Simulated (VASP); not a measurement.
Wanted: the native input for a VASP 6.6.1 run.

* Task: single point
* Functional: LDA
* Potentials or basis: VASP PAW LDA potentials, release 64 (Cu)
* Cutoff: 520 eV
* k mesh: 11 × 11 × 11
* Occupations: fermi-dirac, width 0.1 eV
* Spin: no spin polarisation
* Dipole correction: no
* Further INCAR settings: ALGO = Normal; EDIFF = 1e-06; NBANDS = 12

The structure of Cu lies in POSCAR:

```
Cu
1.0
   -1.8663990000      1.8663990000      5.9669310000
    1.8663990000     -1.8663990000      5.9669310000
    1.8663990000      1.8663990000     -5.9669310000
Cu
1
Direct
    0.0000000000      0.0000000000      0.0000000000
```

These files were run (other wordings do the same):

INCAR

```
SYSTEM = Cu
PREC = Accurate
ENCUT = 520
EDIFF = 1E-6
ISMEAR = -1
SIGMA = 0.1
LREAL = .FALSE.
LASPH = .TRUE.
NELM = 60
ALGO = Normal
ISIF = 2
LWAVE = .FALSE.
LCHARG = .FALSE.
GGA = CA
NBANDS = 12
```

KPOINTS

```
Automatic mesh
0
G
  11 11 11
  0 0 0
```

Potentials or basis: VASP PAW LDA potentials, release 64 (Cu).

The run is started by

```sh
$ cat potpaw_LDA.64/Cu/POTCAR > POTCAR
$ mpirun -np 1 vasp_std > vasp.out
```

Results of the run:

```yaml
Pressure: -2.6 GPa
Band_gap_on_the_k_mesh: zero (an odd number of electrons rules out a gap without spin polarisation)
```

Wall time 6.8 min on 1 thread of AMD EPYC 7R13, on a shared host, peak memory 0.29 GiB.
